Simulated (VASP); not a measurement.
# SnO (rock salt type) (Fm-3m) in VASP: a series of runs, part 3 of 3

VASP 6.6.1. The steps go on from the part before.

### Step 6. Single point, r2SCAN

This run uses another cell than the first one, of 16.43 Å³/atom.

Contents of POSCAR:

```
SnO
1.0
    0.0000000000      2.5419975075      2.5419975075
    2.5419975075      0.0000000000      2.5419975075
    2.5419975075      2.5419975075      0.0000000000
Sn O
1 1
Direct
    0.0000000000      0.0000000000      0.0000000000
    0.5000000000      0.5000000000      0.5000000000
```

Contents of INCAR.step1:

```
  ALGO = Normal
  EDIFF = 1E-4
  ENCUT = 520
  GGA = PE
  ISMEAR = -1
  LASPH = T
  LCHARG = F
  LREAL = F
  LWAVE = T
  NBANDS = 17
  NELM = 60
  PREC = Accurate
  SIGMA = 0.1
```

Contents of INCAR.step2:

```
  ALGO = Normal
  EDIFF = 1E-6
  ENCUT = 520
  ISIF = 2
  ISMEAR = -1
  ISTART = 1
  LASPH = T
  LCHARG = F
  LMIXTAU = T
  LREAL = F
  LWAVE = F
  METAGGA = R2SCAN
  NBANDS = 17
  NELM = 60
  PREC = Accurate
  SIGMA = 0.1
```

Contents of KPOINTS:

```
k-points
0
Gamma
  12 12 12
```

Potentials or basis: VASP PAW PBE potentials, release 64 (Sn_d, O).

Started as:

```
$ cat potpaw_PBE.64/Sn_d/POTCAR potpaw_PBE.64/O/POTCAR > POTCAR
$ cp INCAR.step1 INCAR
$ mpirun -np 1 vasp_std > vasp.out
$ cp INCAR.step2 INCAR
$ mpirun -np 1 vasp_std > vasp.out
```

OUTCAR:

```text
EDIFF = 1E-6
   ENCUT = 520
   ISIF = 2
   ISMEAR = -1
   ISTART = 1
   LASPH = T
   LREAL = F
   METAGGA = R2SCAN
   NELM = 60
   PREC = Accurate

 ion  position               nearest neighbor table
   1  0.000  0.000  0.000-   2 2.54   2 2.54   2 2.54   2 2.54   2 2.54   2 2.54
   2  0.500  0.500  0.500-   1 2.54   1 2.54   1 2.54   1 2.54   1 2.54   1 2.54

  LATTYP: Found a face centered cubic cell.
 ALAT       =     5.0839950150

  Lattice vectors:

 A1 = (   0.0000000000,   2.5419975075,   2.5419975075)
 A2 = (   2.5419975075,   0.0000000000,   2.5419975075)
 A3 = (   2.5419975075,   2.5419975075,   0.0000000000)

Analysis of symmetry for initial positions (statically):
=====================================================================
 Subroutine PRICEL returns:
 Original cell was already a primitive cell.

 Routine SETGRP: Setting up the symmetry group for a
 face centered cubic supercell.

 Subroutine GETGRP returns: Found 48 space group operations
 (whereof 48 operations were pure point group operations)
 out of a pool of 48 trial point group operations.

The static configuration has the point symmetry O_h .

Analysis of symmetry for dynamics (positions and initial velocities):
=====================================================================
 Subroutine PRICEL returns:
 Original cell was already a primitive cell.

 Routine SETGRP: Setting up the symmetry group for a
 face centered cubic supercell.

 Subroutine GETGRP returns: Found 48 space group operations
 (whereof 48 operations were pure point group operations)
 out of a pool of 48 trial point group operations.

The dynamic configuration has the point symmetry O_h .

 Subroutine INISYM returns: Found 48 space group operations
 (whereof 48 operations are pure point group operations),
 and found     1 'primitive' translations

----------------------------------------------------------------------------------------

                                     Primitive cell

  volume of cell :      32.8515

  direct lattice vectors                    reciprocal lattice vectors
     0.000000000  2.541997508  2.541997508    -0.196695708  0.196695708  0.196695708
     2.541997508  0.000000000  2.541997508     0.196695708 -0.196695708  0.196695708
     2.541997508  2.541997508  0.000000000     0.196695708  0.196695708 -0.196695708

  length of vectors
     3.594927351  3.594927351  3.594927351     0.340686960  0.340686960  0.340686960

  position of ions in fractional coordinates (direct lattice)
     0.000000000  0.000000000  0.000000000
     0.500000000  0.500000000  0.500000000

  ion indices of the primitive-cell ions
   primitive index   ion index
                 1           1
                 2           2

----------------------------------------------------------------------------------------

 KPOINTS: k-points

Automatic generation of k-mesh.
 Grid dimensions read from file:
 generate k-points for:   12   12   12

 Generating k-lattice:

  Cartesian coordinates                     Fractional coordinates (reciprocal lattice)
    -0.016391309  0.016391309  0.016391309     0.083333333  0.000000000  0.000000000
     0.016391309 -0.016391309  0.016391309     0.000000000  0.083333333  0.000000000
     0.016391309  0.016391309 -0.016391309     0.000000000  0.000000000  0.083333333

  Length of vectors
     0.028390580  0.028390580  0.028390580

  Shift w.r.t. Gamma in fractional coordinates (k-lattice)
     0.000000000  0.000000000  0.000000000

 Subroutine IBZKPT returns following result:
 ===========================================

 Found     72 irreducible k-points:

 Following reciprocal coordinates:
            Coordinates               Weight
  0.000000  0.000000  0.000000      1.000000
  0.083333  0.000000  0.000000      8.000000
  0.166667  0.000000  0.000000      8.000000
  0.250000  0.000000  0.000000      8.000000
  0.333333  0.000000  0.000000      8.000000
  0.416667  0.000000  0.000000      8.000000
[... 16 lines left out ...]
  0.500000  0.166667  0.000000     24.000000
 -0.416667  0.166667  0.000000     24.000000
 [... further k-points ...]
   k-points           NKPTS =     72   k-points in BZ     NKDIM =     72   number of bands    NBANDS=     17
   number of dos      NEDOS =    301   number of ions     NIONS =      2
   total plane-waves  NPLWV =  21952
   dimension x,y,z NGX =    28 NGY =   28 NGZ =   28
   dimension x,y,z NGXF=    56 NGYF=   56 NGZF=   56
   ions per type =               1   1
   NGX,Y,Z   is equivalent  to a cutoff of  12.95, 12.95, 12.95 a.u.
   NGXF,Y,Z  is equivalent  to a cutoff of  25.90, 25.90, 25.90 a.u.
 SYSTEM =  unknown system
   PREC   = accura    normal or accurate (medium, high low for compatibility)
   ISTART =      1    job   : 0-new  1-cont  2-samecut
   ICHARG =      0    charge: 1-file 2-atom 10-const
   ISPIN  =      1    spin polarized calculation?
   LNONCOLLINEAR =      F non collinear calculations
   LSORBIT =      F    spin-orbit coupling
   LASPH  =      T    aspherical Exc in radial PAW
   ENCUT  =  520.0 eV  38.22 Ry    6.18 a.u.   6.68  6.68  6.68*2*pi/ulx,y,z
   NELM   =     60;   NELMIN=  2; NELMDL=  0     # of ELM steps
   EDIFF  = 0.1E-05   stopping-criterion for ELM
   LREAL  =      F    real-space projection
   EDIFFG = 0.1E-04   stopping-criterion for IOM
   NSW    =      0    number of steps for IOM
   IBRION =     -1    ionic relax: 0-MD 1-quasi-New 2-CG
   NFREE  =      0    steps in history (QN), initial steepest desc. (CG)
   ISIF   =      2    stress and relaxation
   ISYM   =      2    0-nonsym 1-usesym 2-fastsym
   POTIM  = 0.5000    time-step for ionic-motion
   TEBEG  =    0.0;   TEEND  =   0.0 temperature during run
   PSTRESS=    0.0 pullay stress
   NELECT =      20.0000    total number of electrons
   NUPDOWN=      -1.0000    fix difference up-down
   EMIN   =  10.00;   EMAX   =-10.00  energy-range for DOS
   EFERMI =   0.00;   METHOD = LEGACY
   ISMEAR =    -1;   SIGMA  =   0.10  broadening in eV -4-tet -1-fermi 0-gaus
   EFERMI_NEDOS =   21; number of points for ismear=-14 and -15
   IALGO  =     38    algorithm
   IMIX   =      4    mixing-type and parameters
     AMIX     =   0.40;   BMIX     =  1.00
     AMIX_MAG =   1.60;   BMIX_MAG =  1.00
  volume/ion in A,a.u.               =      16.43       110.85
  Fermi-wavevector in a.u.,A,eV,Ry     =   1.387500  2.621995 26.193347  1.925157
  Thomas-Fermi vector in A             =   2.511715
   LORBIT       =      0    0 simple, 1 ext, 2 COOP (PROOUT), +10 PAW based schemes
   METAGGA = R2SCAN    functional components
   LHFCALC =     F    Hartree Fock is set to
   AEXX    =    0.0000 exact exchange contribution
   IVDW    =     0    specifies the selected vdW correction
   LEPSILON=     F    determine dielectric tensor
   LRPA    =     F    only Hartree local field effects (RPA)
 non-spin polarized calculation
  energy-cutoff  :      520.00
  volume of cell :       32.85
 maximum number of plane-waves:       903
   NGX = 13   NGY = 13   NGZ = 13

 number of electron      19.9999989 magnetization

 Free energy of the ion-electron system (eV)
  ---------------------------------------------------
  ext. energy  EPLUGINS =         0.00000000
  ---------------------------------------------------
  free energy    TOTEN  =       -32.24973634 eV

  energy without entropy =      -32.24528300  energy(sigma->0) =      -32.24750967

 E-fermi :   7.9577     XC(G=0): -11.4772

 val. band max:        7.8089885012   @ k =  -0.4167   0.1667   0.0833
 cond. band min:       8.0973333863   @ k =  -0.4167   0.1667   0.0833
 fundamental gap:      0.2883448851
 Fermi energy:         7.9577113081

 k-point     1 :       0.0000    0.0000    0.0000
  band No.  band energies     occupation
      1     -14.5690      2.00000
      2     -14.5690      2.00000
      3     -14.5690      2.00000
      4     -14.5017      2.00000
      5     -14.5017      2.00000
      6     -12.1212      2.00000
[... 9 lines left out ...]
     16      18.2914      0.00000
     17      18.6035      0.00000

 k-point     2 :       0.0833    0.0000    0.0000
  band No.  band energies     occupation
      1     -14.5686      2.00000
      2     -14.5659      2.00000
      3     -14.5658      2.00000
      4     -14.5030      2.00000
      5     -14.5030      2.00000
      6     -12.0850      2.00000
[... 9 lines left out ...]
     16      18.6002      0.00000
     17      20.3441      0.00000
[... 421 lines left out ...]
 k-point    24 :      -0.4167    0.1667    0.0000
  band No.  band energies     occupation
      1     -14.6044      2.00000
      2     -14.5533      2.00000
      3     -14.5431      2.00000
      4     -14.5098      2.00000
      5     -14.4820      2.00000
      6     -11.3937      2.00000
[... 9 lines left out ...]
     16      22.1024      0.00000
     17      25.0160      0.00000

 [... further k-points ...]
[... 5 lines left out ...]
  --------------------------------------------------------------------------------------
  -------------------------------------------------------------------------------------
  Total       -0.0464797     -0.0464797     -0.0464797      0.0000000      0.0000000     -0.0000000
  in kB       -2.2668295     -2.2668295     -2.2668295      0.0000000      0.0000000     -0.0000000
  external PRESSURE =      -2.2668295 kB  Pullay stress =       0.0000000 kB

 VOLUME and BASIS-vectors are now :
 -----------------------------------------------------------------------------
  energy-cutoff  :      520.00
  volume of cell :       32.85
      direct lattice vectors                 reciprocal lattice vectors
     0.000000000  2.541997508  2.541997508    -0.196695708  0.196695708  0.196695708
     2.541997508  0.000000000  2.541997508     0.196695708 -0.196695708  0.196695708
     2.541997508  2.541997508  0.000000000     0.196695708  0.196695708 -0.196695708

 POSITION                                       TOTAL-FORCE (eV/Angst)
 -----------------------------------------------------------------------------------
      0.00000      0.00000      0.00000         0.000000      0.000000      0.000000
      2.54200      2.54200      2.54200         0.000000     -0.000000     -0.000000
 -----------------------------------------------------------------------------------
    total drift:                                0.000000      0.000000      0.000000

  FREE ENERGIE OF THE ION-ELECTRON SYSTEM (eV)
  ---------------------------------------------------
  free  energy   TOTEN  =       -32.2497363351 eV

  energy  without entropy=      -32.2452830037  energy(sigma->0) =      -32.24750967
```

Wall time 2.7 min (1 thread of Intel Xeon Platinum 8259CL at 2.50GHz (Skylake/Cascade Lake), shared host); peak memory 0.19 GiB.

What came out:

```
Free energy            : -32.2497 eV
Pressure               : -0.2 GPa
Band gap on the k mesh : 0.29 eV
```

Levels at points of the mesh, in eV from the valence-band top:
```
           k point  band 8  band 9  band 10  band 11  band 12  band 13
(0.00, 0.00, 0.00)   -3.64   -3.64    -3.64     7.94     7.94     7.94
(0.50, 0.00, 0.00)   -3.43   -3.43    -0.72     0.70     4.48     4.48
(0.50, 0.50, 0.00)   -4.80   -4.74    -4.74     3.72     5.46     6.08
```

Caveat: the PAW data sets were made with another functional, which shifts forces and pressure a little; spin-orbit coupling is left out, which moves the levels of the heavy elements.

### Step 7. Summary

```csv
cell,gap on the mesh (eV),pressure (GPa)
"a = 3.520 Å, angles 60.0°, 2 atoms",0.05,7.2
"a = 3.558 Å, angles 60.0°, 2 atoms",0.18,3.2
"a = 3.595 Å, angles 60.0°, 2 atoms",0.29,-0.2
```

Alike in all rows: task single point; level r2SCAN; potentials or basis VASP PAW PBE potentials, release 64 (Sn_d, O); no spin polarisation; k mesh 12 × 12 × 12; cutoff (eV) 520; smearing fermi-dirac 0.1 eV.

Caveats: the PAW data sets were made with another functional, which shifts forces and pressure a little; spin-orbit coupling is left out, which moves the levels of the heavy elements; the cell stands under pressure (at least some runs).

Absolute energies hang on the potentials; compare differences alone.
